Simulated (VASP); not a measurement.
# ScSiS4 (P4/mmm) in VASP: notebook, part 2 of 2

VASP 6.6.1. Earlier steps stand in the parts before.

## (4) Single point, PBE

This run uses another cell than the first one, of 20.95 Å³/atom.

INCAR

```
SYSTEM = ScSiS4
PREC = Accurate
ENCUT = 520
EDIFF = 1E-7
ISMEAR = 0
SIGMA = 0.1
LREAL = .False.
LASPH = .True.
NELM = 100
ALGO = Normal
ISIF = 2
LWAVE = .False.
LCHARG = .False.
GGA = PE
NBANDS = 28
```

KPOINTS

```
Automatic mesh
0
Gamma
  6 6 2
  0 0 0
```

POSCAR

```
ScSiS4
1.0
    3.4025223531      0.0000000000      0.0000000000
    0.0000000000      3.4025223531      0.0000000000
    0.0000000000      0.0000000000     10.8563699450
Sc Si S
1 1 4
Direct
    0.5000000000      0.5000000000      0.5000000000
    0.0000000000      0.0000000000      0.0000000000
    0.0000000000      0.0000000000      0.6239877772
    0.5000000000      0.5000000000      0.0971795745
    0.5000000000      0.5000000000      0.9028204255
    0.0000000000      0.0000000000      0.3760122228
```

Potentials or basis: VASP PAW PBE potentials, release 64 (Sc_sv, Si, S).

The run is started by

```console
$ cat potpaw_PBE.64/Sc_sv/POTCAR potpaw_PBE.64/Si/POTCAR potpaw_PBE.64/S/POTCAR > POTCAR
$ mpirun -np 1 vasp_std > vasp.out
```

OUTCAR:

```text
SYSTEM = ScSiS4
   PREC = Accurate
   ENCUT = 520
   EDIFF = 1E-7
   ISMEAR = 0
   LREAL = .False.
   LASPH = .True.
   NELM = 100
   ISIF = 2
   GGA = PE

 ion  position               nearest neighbor table
   1  0.500  0.500  0.500-   3 2.76   6 2.76   3 2.76   6 2.76   3 2.76   6 2.76   3 2.76   6 2.76

   2  0.000  0.000  0.000-   4 2.63   5 2.63   4 2.63   5 2.63   4 2.63   5 2.63   4 2.63   5 2.63

   3  0.000  0.000  0.624-   6 2.69   1 2.76   1 2.76   1 2.76   1 2.76
   4  0.500  0.500  0.097-   5 2.11   2 2.63   2 2.63   2 2.63   2 2.63
   5  0.500  0.500  0.903-   4 2.11   2 2.63   2 2.63   2 2.63   2 2.63
   6  0.000  0.000  0.376-   3 2.69   1 2.76   1 2.76   1 2.76   1 2.76

  LATTYP: Found a simple tetragonal cell.
 ALAT       =     3.4025223531
 C/A-ratio  =     3.1906829165

  Lattice vectors:

 A1 = (   3.4025223531,   0.0000000000,   0.0000000000)
 A2 = (   0.0000000000,   3.4025223531,   0.0000000000)
 A3 = (   0.0000000000,   0.0000000000,  10.8563699450)

Analysis of symmetry for initial positions (statically):
=====================================================================
 Subroutine PRICEL returns:
 Original cell was already a primitive cell.

 Routine SETGRP: Setting up the symmetry group for a
 simple tetragonal supercell.

 Subroutine GETGRP returns: Found 16 space group operations
 (whereof 16 operations were pure point group operations)
 out of a pool of 16 trial point group operations.

The static configuration has the point symmetry D_4h.

Analysis of symmetry for dynamics (positions and initial velocities):
=====================================================================
 Subroutine PRICEL returns:
 Original cell was already a primitive cell.

 Routine SETGRP: Setting up the symmetry group for a
[... 127 lines left out ...]
   IMIX   =      4    mixing-type and parameters
     AMIX     =   0.40;   BMIX     =  1.00
     AMIX_MAG =   1.60;   BMIX_MAG =  1.00
  volume/ion in A,a.u.               =      20.95       141.36
  Fermi-wavevector in a.u.,A,eV,Ry     =   1.108326  2.094432 16.713211  1.228386
  Thomas-Fermi vector in A             =   2.244852
   LORBIT       =      0    0 simple, 1 ext, 2 COOP (PROOUT), +10 PAW based schemes
   GGA     = PE    functional components
   LHFCALC =     F    Hartree Fock is set to
   AEXX    =    0.0000 exact exchange contribution
   IVDW    =     0    specifies the selected vdW correction
   LEPSILON=     F    determine dielectric tensor
   LRPA    =     F    only Hartree local field effects (RPA)
 non-spin polarized calculation
 Gauss-broadening in eV      SIGMA  =   0.10
  energy-cutoff  :      520.00
  volume of cell :      125.69
 maximum number of plane-waves:      3410
 NGX is ok and might be reduce to    28
   NGX = 13   NGY = 13   NGZ = 41

 number of electron      38.9999999 magnetization

 Free energy of the ion-electron system (eV)
  ---------------------------------------------------
  ext. energy  EPLUGINS =         0.00000000
  ---------------------------------------------------
  free energy    TOTEN  =       -30.29471006 eV

  energy without entropy =      -30.27640194  energy(sigma->0) =      -30.28555600

 E-fermi :   4.5797     XC(G=0):  -9.4763

 val. band max:        4.5748765651   @ k =   0.5000   0.1667   0.5000
 cond. band min:       4.6340953361   @ k =   0.5000   0.0000   0.0000
 fundamental gap:      0.0592187710
 Fermi energy:         4.5796712996

 k-point     1 :       0.0000    0.0000    0.0000
  band No.  band energies     occupation
      1     -45.2556      2.00000
      2     -23.8851      2.00000
      3     -23.7774      2.00000
      4     -23.7774      2.00000
      5     -12.1906      2.00000
      6      -8.9242      2.00000
[... 609 lines left out ...]
     27       8.5992      0.00000
     28       9.3748      0.00000

------------------------ aborting loop because EDIFF is reached ----------------------------------------

  FORCE on cell =-STRESS in cart. coord.  units (eV):
  Direction    XX          YY          ZZ          XY          YZ          ZX
  --------------------------------------------------------------------------------------
  -------------------------------------------------------------------------------------
  Total       -0.0360698     -0.0360698     -0.2198602      0.0000000      0.0000000      0.0000000
  in kB       -0.4597985     -0.4597985     -2.8026610      0.0000000      0.0000000      0.0000000
  external PRESSURE =      -1.2407527 kB  Pullay stress =       0.0000000 kB

 VOLUME and BASIS-vectors are now :
 -----------------------------------------------------------------------------
  energy-cutoff  :      520.00
  volume of cell :      125.69
      direct lattice vectors                 reciprocal lattice vectors
     3.402522353  0.000000000  0.000000000     0.293899612  0.000000000  0.000000000
     0.000000000  3.402522353  0.000000000     0.000000000  0.293899612  0.000000000
     0.000000000  0.000000000 10.856369945     0.000000000  0.000000000  0.092111821

 POSITION                                       TOTAL-FORCE (eV/Angst)
 -----------------------------------------------------------------------------------
      1.70126      1.70126      5.42818        -0.000000     -0.000000     -0.000000
      0.00000      0.00000      0.00000        -0.000000     -0.000000     -0.000000
      0.00000      0.00000      6.77424        -0.000000     -0.000000     -0.006699
      1.70126      1.70126      1.05502         0.000000     -0.000000     -0.130975
      1.70126      1.70126      9.80135        -0.000000      0.000000      0.130975
      0.00000      0.00000      4.08213        -0.000000     -0.000000      0.006699
 -----------------------------------------------------------------------------------
    total drift:                                0.000000      0.000000      0.000000

  FREE ENERGIE OF THE ION-ELECTRON SYSTEM (eV)
  ---------------------------------------------------
  free  energy   TOTEN  =       -30.2947100644 eV

  energy  without entropy=      -30.2764019422  energy(sigma->0) =      -30.28555600
```

OSZICAR:

```text
N       E                     dE             d eps       ncg     rms          rms(c)
DAV:   1     0.369067033343E+03    0.36907E+03   -0.16870E+04  1136   0.123E+03
DAV:   2     0.138767436186E+02   -0.35519E+03   -0.34535E+03  1152   0.353E+02
[... 11 lines left out ...]
DAV:  14    -0.302947495216E+02   -0.69923E-06   -0.93361E-05  1472   0.545E-02    0.412E-02
DAV:  15    -0.302947117944E+02    0.37727E-04   -0.41589E-05  1560   0.360E-02    0.112E-02
DAV:  16    -0.302947099076E+02    0.18868E-05   -0.13346E-05  1524   0.148E-02    0.403E-03
DAV:  17    -0.302947109720E+02   -0.10644E-05   -0.20008E-06  1704   0.846E-03    0.613E-03
DAV:  18    -0.302947100974E+02    0.87457E-06   -0.76839E-07  1532   0.426E-03    0.184E-03
DAV:  19    -0.302947100644E+02    0.33080E-07   -0.15636E-07   924   0.177E-03
   1 F= -.30294710E+02 E0= -.30285556E+02  d E =-.183081E-01
```

stdout:

```text
POSCAR found type information on POSCAR ScSiS
 POSCAR found :  3 types and       6 ions
 scaLAPACK will be used
 LDA part: xc-table for (Slater+PW92), standard interpolation
 POSCAR, INCAR and KPOINTS ok, starting setup
 FFT: planning ... GRIDC
 FFT: planning ... GRID_SOFT
 FFT: planning ... GRID
 WAVECAR not read
 entering main loop
```

Run time: 3.3 min. Hardware: 1 thread of Intel Xeon 8259CL, shared host; peak memory 0.28 GiB.

Results:

```
Free energy            : -30.2947 eV
Pressure               : -0.1 GPa
Largest force          : 0.131 eV/Å
Band gap on the k mesh : zero (an odd number of electrons rules out a gap without spin polarisation)
```

Forces in eV/Å, atoms in the order of the input:
```
Sc   0.000  0.000  0.000
Si   0.000  0.000  0.000
S    0.000  0.000 -0.007
S    0.000  0.000 -0.131
S    0.000  0.000  0.131
S    0.000  0.000  0.007
```

Levels at points of the mesh, in eV from the Fermi level:
```
           k point  band 18  band 19  band 20  band 21  band 22  band 23
(0.00, 0.00, 0.00)    -0.60    -0.50    -0.50    -0.12     0.92     2.29
(0.50, 0.00, 0.00)     0.05     0.17     0.83     1.00     1.08     1.75
(0.50, 0.50, 0.00)    -2.88    -2.88    -0.03     1.21     1.85     2.39
(0.00, 0.00, 0.50)    -0.51    -0.51    -0.12    -0.03     0.75     2.23
(0.50, 0.00, 0.50)     0.05     0.17     0.74     0.83     1.13     1.75
(0.50, 0.50, 0.50)    -2.91    -2.91     0.42     0.72     1.57     2.84
```

## (5) Relaxation of cell and atoms, PBE

This run uses another cell than the first one, of 20.38 Å³/atom.

INCAR

```
PREC = Accurate ; ENCUT = 600
EDIFF = 1E-6 ; ISMEAR = 0
SIGMA = 0.1 ; LREAL = False
LASPH = True ; NELM = 100
ALGO = Normal ; ISIF = 3
LWAVE = False ; LCHARG = False
GGA = PE ; IBRION = 2
NSW = 90 ; EDIFFG = -0.04
```

KPOINTS

```
regular mesh
0
Gamma
  6 6 2
```

POSCAR

```
ScSiS4
1.0
    3.3652310886      0.0000000000      0.0000000000
    0.0000000000      3.3652310886      0.0000000000
    0.0000000000      0.0000000000     10.7986185386
Sc Si S
1 1 4
Direct
    0.5000000000      0.5000000000      0.5000000000
    0.0000000000      0.0000000000      0.0000000000
    0.0000000000      0.0000000000      0.6270035038
    0.5000000000      0.5000000000      0.0986369391
    0.5000000000      0.5000000000      0.9013630609
    0.0000000000      0.0000000000      0.3729964962
```

The run is started by

```console
$ cat potpaw_PBE.64/Sc_sv/POTCAR potpaw_PBE.64/Si/POTCAR potpaw_PBE.64/S/POTCAR > POTCAR
$ mpirun -np 1 vasp_std > vasp.out
```

Wall time 9.6 min (1 thread of Intel Xeon 8259CL, shared host); peak memory 0.3 GiB.

It converged, with:

| Item | Value |
| --- | --- |
| Free energy | -30.2945 eV |
| Relaxed volume | 20.72 Å³/atom |
| Relaxed cell | a = 3.403 Å, b = 3.403 Å, c = 10.738 Å, α = 90.00°, β = 90.00°, γ = 90.00° |
| Space group after relaxing (to 0.1 Å) | P4/mmm (No. 123) |
| Energy gained by relaxing | 4.1 meV/atom |
| Ionic steps | 7 |
| Pressure after relaxing | 0.0 GPa |
| Largest force after relaxing | 0.016 eV/Å |
| Band gap on the k mesh | zero (an odd number of electrons rules out a gap without spin polarisation) |

Forces in eV/Å, atoms in the order of the input:
```
Sc   0.000  0.000  0.000
Si   0.000  0.000  0.000
S    0.000  0.000 -0.016
S    0.000  0.000  0.004
S    0.000  0.000 -0.004
S    0.000  0.000  0.016
```

Stress tensor (GPa, compression positive):
```
-0.09  0.00  0.00
 0.00 -0.09  0.00
 0.00  0.00  0.23
```

Step by step:
```csv
step,energy change (eV),largest force (eV/Å),pressure (GPa),volume (Å³)
1,0.0000,0.4794,0.82,122.29
2,-0.0109,0.6432,0.28,124.14
3,-0.0211,0.1504,0.46,123.39
4,-0.0231,0.1065,-0.22,124.49
5,-0.0232,0.1012,-0.11,124.29
6,-0.0241,0.0654,-0.05,124.31
7,-0.0244,0.0155,0.02,124.33
```

Final structure:
```
Sc Si S
1.0
     3.40259    0.00000    0.00000
     0.00000    3.40259    0.00000
     0.00000    0.00000   10.73847
Sc Si S
1 1 4
Cartesian
  1.7013 1.7013 5.3692
  0.0000 0.0000 0.0000
  0.0000 0.0000 6.7169
  1.7013 1.7013 1.0508
  1.7013 1.7013 9.6877
  0.0000 0.0000 4.0216
```

Levels at points of the mesh, in eV from the Fermi level:
```tsv
k point	band 17	band 18	band 19	band 20	band 21	band 22	band 23
(0.00, 0.00, 0.00)	-1.10	-0.59	-0.49	-0.49	-0.12	0.93	2.28
(0.50, 0.00, 0.00)	-0.20	0.06	0.17	0.80	1.01	1.09	1.73
(0.50, 0.50, 0.00)	-3.35	-2.87	-2.87	-0.07	1.26	1.85	2.41
(0.00, 0.00, 0.50)	-1.06	-0.50	-0.50	-0.12	-0.01	0.78	2.24
(0.50, 0.00, 0.50)	-0.45	0.06	0.17	0.73	0.80	1.13	1.73
(0.50, 0.50, 0.50)	-3.40	-2.90	-2.90	0.43	0.71	1.55	2.90
```

## (6) Single point, PBE

This run uses another cell than the first one, of 21.33 Å³/atom.

INCAR

```
SYSTEM = ScSiS4
PREC = Accurate ; ENCUT = 520
EDIFF = 1E-6 ; ISMEAR = 0
SIGMA = 0.1 ; LREAL = .False.
LASPH = .True. ; NELM = 100
ALGO = Normal ; ISIF = 2
LWAVE = .False. ; LCHARG = .True.
GGA = PE ; LELF = .True.
LVHAR = .True. ; NBANDS = 28
```

KPOINTS

```
regular mesh
0
Gamma
  12 12 4
  0 0 0
```

POSCAR

```
ScSiS4
1.0
    3.4075755738      0.0000000000      0.0000000000
    0.0000000000      3.4075755738      0.0000000000
    0.0000000000      0.0000000000     11.0200243095
Sc Si S
1 1 4
Direct
    0.5000000000      0.5000000000      0.5000000000
    0.0000000000      0.0000000000      0.0000000000
    0.0000000000      0.0000000000      0.6218732459
    0.5000000000      0.5000000000      0.0961775938
    0.5000000000      0.5000000000      0.9038224062
    0.0000000000      0.0000000000      0.3781267541
```

Potentials or basis: VASP PAW PBE potentials, release 64 (Sc_sv, Si, S).

The run is started by

```console
$ cat potpaw_PBE.64/Sc_sv/POTCAR potpaw_PBE.64/Si/POTCAR potpaw_PBE.64/S/POTCAR > POTCAR
$ mpirun -np 1 vasp_std > vasp.out
```

Run time: 11 min. Hardware: 1 thread of Intel Xeon 8259CL, shared host; peak memory 0.43 GiB.

The run converged. Its results:

| Item | Value |
| --- | --- |
| Free energy | -30.2308 eV |
| Pressure | -0.1 GPa |
| Largest force | 0.118 eV/Å |
| Band gap on the k mesh | zero (an odd number of electrons rules out a gap without spin polarisation) |

Forces in eV/Å, atoms in the order of the input:
```
Sc   0.000  0.000  0.000
Si   0.000  0.000  0.000
S    0.000  0.000  0.008
S    0.000  0.000 -0.118
S    0.000  0.000  0.118
S    0.000  0.000 -0.008
```

Stress tensor (GPa, compression positive):
```
 0.00  0.00  0.00
 0.00  0.00  0.00
 0.00  0.00 -0.31
```

Levels at points of the mesh, in eV from the Fermi level:
| k point | band 15 | band 16 | band 17 | band 18 | band 19 | band 20 | band 21 | band 22 | band 23 | band 24 |
| --- | --- | --- | --- | --- | --- | --- | --- | --- | --- | --- |
| (0.00, 0.00, 0.00) | -1.23 | -1.13 | -1.13 | -0.60 | -0.49 | -0.49 | -0.20 | 0.91 | 2.22 | 2.31 |
| (0.50, 0.00, 0.00) | -3.13 | -2.09 | -0.25 | 0.07 | 0.13 | 0.85 | 0.93 | 1.06 | 1.75 | 1.98 |
| (0.50, 0.50, 0.00) | -3.66 | -3.66 | -3.40 | -2.87 | -2.87 | 0.02 | 1.13 | 1.78 | 2.39 | 3.39 |
| (0.00, 0.00, 0.50) | -1.24 | -1.11 | -1.11 | -0.49 | -0.49 | -0.20 | -0.08 | 0.74 | 2.16 | 2.31 |
| (0.50, 0.00, 0.50) | -3.13 | -2.09 | -0.44 | 0.08 | 0.13 | 0.71 | 0.85 | 1.10 | 1.76 | 1.99 |
| (0.50, 0.50, 0.50) | -3.61 | -3.61 | -3.43 | -2.89 | -2.89 | 0.41 | 0.71 | 1.56 | 2.77 | 3.39 |

## (7) The runs side by side

```csv
task,cell,k mesh,cutoff (eV),gap on the mesh (eV),pressure (GPa),largest force (eV/Å)
single point,"a = 3.936, b = 3.936, c = 6.693 Å, 6 atoms, atomic positions A",4 × 4 × 4,520,none,82.3,57.18
single point,"a = 3.365, b = 3.365, c = 10.799 Å, 6 atoms, atomic positions B",4 × 4 × 4,520,none,-0.1,0.10
single point,"a = 3.403, b = 3.403, c = 10.856 Å, 6 atoms, atomic positions C",6 × 6 × 2,520,none,-0.1,0.13
relaxation of cell and atoms,"relaxed from a = 3.365, b = 3.365, c = 10.799 Å, 6 atoms, atomic positions B",6 × 6 × 2,600,none,0.0,0.02
single point,"a = 3.408, b = 3.408, c = 11.020 Å, 6 atoms, atomic positions D",12 × 12 × 4,520,none,-0.1,0.12
```

Alike in all rows: level PBE; potentials or basis VASP PAW PBE potentials, release 64 (Sc_sv, Si, S); no spin polarisation; smearing gaussian 0.1 eV.

Caveats: some runs use coarse meshes; atoms lie so close that the PAW spheres overlap strongly, which falsifies energies and pressures (at least some runs); forces of over 1 eV/Å act on the atoms, so gaps and moduli don't describe the material at rest (at least some runs).

Absolute energies hang on the potentials; compare differences alone.
